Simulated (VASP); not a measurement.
# DyBe (P4_2mc) in VASP: relaxation of cell and atoms with PBE

Aim: the relaxation of cell and atoms of DyBe with PBE.

Program: VASP 6.6.1. These are calculated values, not measurements. Logs are shortened: lines on timing, memory, paths and dates and some standing lists are left out, and cuts for length are marked.

**1. The cell of the first run**

The structure is tetragonal, space group P4_2mc (No. 105). The conventional cell has a = 3.314 Å, b = 3.314 Å, c = 6.454 Å, α = 90.00°, β = 90.00°, γ = 90.00°. Dy (site symmetry 2mm) has 4 Be at 2.23 to 2.40 Å within 3.0 Å. Be (site symmetry 2mm) has 4 Dy at 2.23 to 2.40 Å within 3.0 Å.

The cell was generated, and may not be a known phase.

**2. Relaxation of cell and atoms, PBE**

INCAR

```
PREC     = Accurate       # precision mode
ENCUT    = 600            # plane-wave cutoff, eV
EDIFF    = 1E-7           # SCF threshold, eV
ISMEAR   = 0              # smearing method
SIGMA    = 0.2            # smearing width, eV
LREAL    = F              # projectors in reciprocal space
LASPH    = T              # aspherical terms in the spheres
NELM     = 200            # most SCF steps
ALGO     = Normal         # electronic algorithm
ISIF     = 3              # what is computed and relaxed
LWAVE    = F              # write WAVECAR
LCHARG   = F              # write CHGCAR
GGA      = PE             # functional
IBRION   = 2              # ionic algorithm
NSW      = 36             # ionic steps
EDIFFG   = -0.08          # ionic threshold
GGA_COMPAT= F            
NELMIN   = 4            
LMAXMIX  = 6              # l up to which the mixer works
```

KPOINTS

```
regular mesh
0
Gamma
  6 6 3
```

POSCAR

```
DyBe
1.0
    3.3135330700      0.0000000000      0.0000000000
    0.0000000000      3.3135330700      0.0000000000
    0.0000000000      0.0000000000      6.4543602800
Dy Be
2 2
Direct
    0.5000000000      0.5000000000      0.4469003500
    0.5000000000      0.5000000000      0.9469003500
    0.0000000000      0.5000000000      0.7151156500
    0.5000000000      0.0000000000      0.2151156500
```

Potentials or basis: VASP PAW PBE potentials, release 64 (Dy_3, Be), 4f in core.

Command:

```
$ cat potpaw_PBE.64/Dy_3/POTCAR potpaw_PBE.64/Be/POTCAR > POTCAR
$ mpirun -np 1 vasp_std > vasp.out
```

OUTCAR:

```text
PREC = Accurate
   ENCUT = 600
   EDIFF = 1E-7
   ISMEAR = 0
   LREAL = F
   LASPH = T
   NELM = 200
   ISIF = 3
   GGA = PE
   IBRION = 2
   NSW = 36
   EDIFFG = -0.08
   NELMIN = 4

 ion  position               nearest neighbor table
   1  0.500  0.500  0.447-   4 2.23   4 2.23   3 2.40   3 2.40   2 3.23   2 3.23
   2  0.500  0.500  0.947-   3 2.23   3 2.23   4 2.40   4 2.40   1 3.23   1 3.23
   3  0.000  0.500  0.715-   2 2.23   2 2.23   1 2.40   1 2.40
   4  0.500  0.000  0.215-   1 2.23   1 2.23   2 2.40   2 2.40

  LATTYP: Found a simple tetragonal cell.
 ALAT       =     3.3135330700
 C/A-ratio  =     1.9478786370

  Lattice vectors:

 A1 = (   3.3135330700,   0.0000000000,   0.0000000000)
 A2 = (   0.0000000000,   3.3135330700,   0.0000000000)
 A3 = (   0.0000000000,   0.0000000000,   6.4543602800)

Analysis of symmetry for initial positions (statically):
=====================================================================
 Subroutine PRICEL returns:
 Original cell was already a primitive cell.

 Routine SETGRP: Setting up the symmetry group for a
 simple tetragonal supercell.

 Subroutine GETGRP returns: Found  8 space group operations
 (whereof  4 operations were pure point group operations)
 out of a pool of 16 trial point group operations.

The static configuration has the point symmetry C_2v.
 The point group associated with its full space group is C_4v.

Analysis of symmetry for dynamics (positions and initial velocities):
=====================================================================
 Subroutine PRICEL returns:
 Original cell was already a primitive cell.

 Routine SETGRP: Setting up the symmetry group for a
 simple tetragonal supercell.

 Subroutine GETGRP returns: Found  8 space group operations
 (whereof  4 operations were pure point group operations)
 out of a pool of 16 trial point group operations.

The dynamic configuration has the point symmetry C_2v.
 The point group associated with its full space group is C_4v.

 Subroutine INISYM returns: Found  8 space group operations
 (whereof  4 operations are pure point group operations),
 and found     1 'primitive' translations

----------------------------------------------------------------------------------------

                                     Primitive cell

  volume of cell :      70.8657

  direct lattice vectors                    reciprocal lattice vectors
     3.313533070  0.000000000  0.000000000     0.301792672  0.000000000  0.000000000
     0.000000000  3.313533070  0.000000000     0.000000000  0.301792672  0.000000000
     0.000000000  0.000000000  6.454360280     0.000000000  0.000000000  0.154934022

  length of vectors
     3.313533070  3.313533070  6.454360280     0.301792672  0.301792672  0.154934022
[... 91 lines left out ...]
   NELECT =      22.0000    total number of electrons
   NUPDOWN=      -1.0000    fix difference up-down
   EMIN   =  10.00;   EMAX   =-10.00  energy-range for DOS
   EFERMI =   0.00;   METHOD = LEGACY
   ISMEAR =     0;   SIGMA  =   0.20  broadening in eV -4-tet -1-fermi 0-gaus
   EFERMI_NEDOS =   21; number of points for ismear=-14 and -15
   IALGO  =     38    algorithm
   IMIX   =      4    mixing-type and parameters
     AMIX     =   0.40;   BMIX     =  1.00
     AMIX_MAG =   1.60;   BMIX_MAG =  1.00
  volume/ion in A,a.u.               =      17.72       119.56
  Fermi-wavevector in a.u.,A,eV,Ry     =   1.108504  2.094768 16.718571  1.228780
  Thomas-Fermi vector in A             =   2.245032
   LORBIT       =      0    0 simple, 1 ext, 2 COOP (PROOUT), +10 PAW based schemes
   GGA     = PE    functional components
   LHFCALC =     F    Hartree Fock is set to
   AEXX    =    0.0000 exact exchange contribution
   IVDW    =     0    specifies the selected vdW correction
   LEPSILON=     F    determine dielectric tensor
   LRPA    =     F    only Hartree local field effects (RPA)
 conjugate gradient relaxation of ions
 non-spin polarized calculation
 Gauss-broadening in eV      SIGMA  =   0.20
  energy-cutoff  :      600.00
  volume of cell :       70.87
 maximum number of plane-waves:      2401
 NGX is ok and might be reduce to    28
   NGX = 13   NGY = 13   NGZ = 25

--------------------------------------- Ionic step        1  -------------------------------------------

 number of electron      22.0000002 magnetization

 Free energy of the ion-electron system (eV)
  ---------------------------------------------------
  ext. energy  EPLUGINS =         0.00000000
  ---------------------------------------------------
  free energy    TOTEN  =        -8.56467854 eV

  energy without entropy =       -8.51792897  energy(sigma->0) =       -8.54130375

 E-fermi :   3.8741     XC(G=0): -10.3283

 val. band max:        3.8686003926   @ k =   0.0000   0.0000   0.3333
 cond. band min:       3.8991838101   @ k =   0.1667   0.1667   0.0000
 fundamental gap:      0.0305834175
 Fermi energy:         3.8741072046

 k-point     1 :       0.0000    0.0000    0.0000
  band No.  band energies     occupation
      1     -19.1676      2.00000
      2     -18.2011      2.00000
      3     -18.2011      2.00000
      4     -18.1778      2.00000
      5     -18.0613      2.00000
      6     -18.0613      2.00000
      7      -2.2910      2.00000
      8       0.8496      2.00000
      9       1.8681      2.00000
     10       2.7215      2.00000
     11       3.3809      1.99951
     12       3.7239      1.71184
     13       4.0821      0.14135
     14       4.0821      0.14135
[... 448 lines left out ...]
  FREE ENERGIE OF THE ION-ELECTRON SYSTEM (eV)
  ---------------------------------------------------
  free  energy   TOTEN  =       -12.3702206637 eV

  energy  without entropy=      -12.2575676111  energy(sigma->0) =      -12.31389414

[... ionic steps 4 to 9 ...]

--------------------------------------- Ionic step       10  -------------------------------------------

 number of electron      21.9999998 magnetization

------------------------ aborting loop because EDIFF is reached ----------------------------------------
[... 71 lines left out ...]
--------------------------------------- Ionic step       12  -------------------------------------------

 number of electron      21.9999998 magnetization

 Free energy of the ion-electron system (eV)
  ---------------------------------------------------
  ext. energy  EPLUGINS =         0.00000000
  ---------------------------------------------------
  free energy    TOTEN  =       -12.85872644 eV

  energy without entropy =      -12.77539275  energy(sigma->0) =      -12.81705960

 E-fermi :   2.5528     XC(G=0):  -9.3799

 val. band max:        2.4997286032   @ k =   0.5000   0.1667   0.0000
 cond. band min:       2.5585882097   @ k =   0.3333   0.3333   0.0000
 fundamental gap:      0.0588596066
 Fermi energy:         2.5528182978

 k-point     1 :       0.0000    0.0000    0.0000
  band No.  band energies     occupation
      1     -20.5127      2.00000
      2     -20.4869      2.00000
      3     -20.0579      2.00000
      4     -20.0579      2.00000
      5     -20.0535      2.00000
      6     -20.0535      2.00000
      7      -3.2180      2.00000
      8      -1.3538      2.00000
      9      -1.1854      2.00000
     10       1.2875      2.00000
     11       1.9147      1.99999
     12       2.2786      1.94751
     13       3.5677      0.00000
     14       3.8879      0.00000
[... 372 lines left out ...]
  FREE ENERGIE OF THE ION-ELECTRON SYSTEM (eV)
  ---------------------------------------------------
  free  energy   TOTEN  =       -12.8587264435 eV

  energy  without entropy=      -12.7753927489  energy(sigma->0) =      -12.81705960

 reached required accuracy - stopping structural energy minimisation
```

CONTCAR:

```text
DyBe
   1.00000000000000
     3.1424324036294524    0.0000000000000000    0.0000000000000000
     0.0000000000000000    3.1424324036294520    0.0000000000000000
     0.0000000000000000    0.0000000000000000    9.4164506210358283
  Dy              Be
     2     2
Direct
     0.5000000000000000    0.5000000000000000    0.4553706023834234
     0.5000000000000000    0.5000000000000000    0.9553706023834236
     0.0000000000000000    0.5000000000000000    0.7066453976165776
     0.5000000000000000    0.0000000000000000    0.2066453976165777

  0.00000000E+00  0.00000000E+00  0.00000000E+00
  0.00000000E+00  0.00000000E+00  0.00000000E+00
  0.00000000E+00  0.00000000E+00  0.00000000E+00
  0.00000000E+00  0.00000000E+00  0.00000000E+00
```

Run time: 2.2 min. Hardware: 1 thread of Intel Xeon 6975P-C (Granite Rapids), shared host; peak memory 0.22 GiB.

Results:

```
Free energy                           : -12.8587 eV
Relaxed volume                        : 23.25 Å³/atom
Relaxed cell                          : a = 3.142 Å, b = 3.142 Å, c = 9.416 Å, α = 90.00°, β = 90.00°, γ = 90.00°
Space group after relaxing (to 0.1 Å) : P4_2/mmc (No. 131)
Energy gained by relaxing             : 1073.5 meV/atom
Ionic steps                           : 12
Pressure after relaxing               : 0.1 GPa
Largest force after relaxing          : 0.060 eV/Å
Band gap on the k mesh                : zero (bands 11 and 12 overlap by 1.13 eV)
```

Forces on the atoms (eV/Å):
```
Dy   0.000  0.000  0.060
Dy   0.000  0.000  0.060
Be   0.000  0.000 -0.060
Be   0.000  0.000 -0.060
```

Step by step:
| step | energy change (eV) | largest force (eV/Å) | pressure (GPa) | volume (Å³) |
| --- | --- | --- | --- | --- |
| 1 | 0.0000 | 1.4741 | 33.57 | 70.87 |
| 2 | -3.7980 | 0.1666 | -1.28 | 115.71 |
| 3 | -3.8055 | 0.1315 | -0.42 | 112.89 |
| 4 | -3.8050 | 0.1442 | -0.72 | 113.86 |
| 5 | -3.8882 | 0.0796 | -1.01 | 112.62 |
| 6 | -4.0820 | 0.1070 | -1.84 | 108.33 |
| 7 | -4.1807 | 0.3641 | -2.13 | 97.46 |
| 8 | -4.1905 | 0.2714 | -2.34 | 103.56 |
| 9 | -4.2744 | 0.2154 | -0.75 | 96.62 |
| 10 | -4.2877 | 0.1804 | 0.24 | 93.24 |
| 11 | -4.2878 | 0.1763 | 0.36 | 92.88 |
| 12 | -4.2940 | 0.0598 | 0.13 | 92.99 |

Final structure:
```
Dy Be
1.0
     3.14243    0.00000    0.00000
     0.00000    3.14243    0.00000
     0.00000    0.00000    9.41645
Dy Be
2 2
Cartesian
  1.5712 1.5712 4.2880
  1.5712 1.5712 8.9962
  0.0000 1.5712 6.6541
  1.5712 0.0000 1.9459
```

Caveat: the volume moved by over 15 % at a fixed basis, so the end points are rough; spin-orbit coupling is left out, which moves the levels of the heavy elements; the 4f electrons are frozen in the core, so they carry no moment and show no levels; the relaxation stopped at a loose force limit of 0.08 eV/Å, so its end isn't a converged minimum. Spin polarisation is off, so any magnetic state and its effect on volume and gap are missing.

The gap in the log of VASP goes by the Fermi energy; the results here count the filled bands.